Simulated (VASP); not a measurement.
Wanted: the native input for a VASP 6.6.1 run.

| Item | Value |
| --- | --- |
| Task | single point |
| Functional | PBE |
| Potentials or basis | VASP PAW PBE potentials, release 64 (Hf_pv) |
| Cutoff | 520 eV |
| k mesh | 18 × 18 × 18 |
| Occupations | gaussian, width 0.15 eV |
| Spin | no spin polarisation |
| Dipole correction | no |
| Further INCAR settings | ALGO = Normal; EDIFF = 1e-06; NBANDS = 11 |

The structure of Hf lies in POSCAR:

```
Hf
1.0
    0.0000000000      2.2200000000      2.2200000000
    2.2200000000      0.0000000000      2.2200000000
    2.2200000000      2.2200000000      0.0000000000
Hf
1
Direct
    0.0000000000      0.0000000000      0.0000000000
```

This isn't the form of Hf at room conditions, which is hcp.

One way to write it, as run:

INCAR

```
SYSTEM = Hf
ALGO     = Normal         ! electronic algorithm
EDIFF    = 1E-6           ! SCF threshold, eV
ENCUT    = 520            ! plane-wave cutoff, eV
GGA      = PE             ! functional
ISIF     = 2              ! what is computed and relaxed
ISMEAR   = 0              ! smearing method
LASPH    = .TRUE.         ! aspherical terms in the spheres
LCHARG   = .FALSE.        ! write CHGCAR
LREAL    = .FALSE.        ! projectors in reciprocal space
LWAVE    = .FALSE.        ! write WAVECAR
NBANDS   = 11             ! bands
NELM     = 60             ! most SCF steps
PREC     = Accurate       ! precision mode
SIGMA    = 0.15           ! smearing width, eV
```

KPOINTS

```
k-points
0
G
  18 18 18
  0 0 0
```

Potentials or basis: VASP PAW PBE potentials, release 64 (Hf_pv).

The run is started by

```bash
$ cat potpaw_PBE.64/Hf_pv/POTCAR > POTCAR
$ mpirun -np 1 vasp_std > vasp.out
```

It gave:

* Pressure: 2.8 GPa
* Band gap on the k mesh: zero (bands 5 and 6 overlap by 2.07 eV)

Caveat: spin-orbit coupling is left out, which moves the levels of the heavy elements.

Wall time 51 s on 1 thread of AMD EPYC 7R13, with other jobs on the host, peak memory 0.14 GiB.
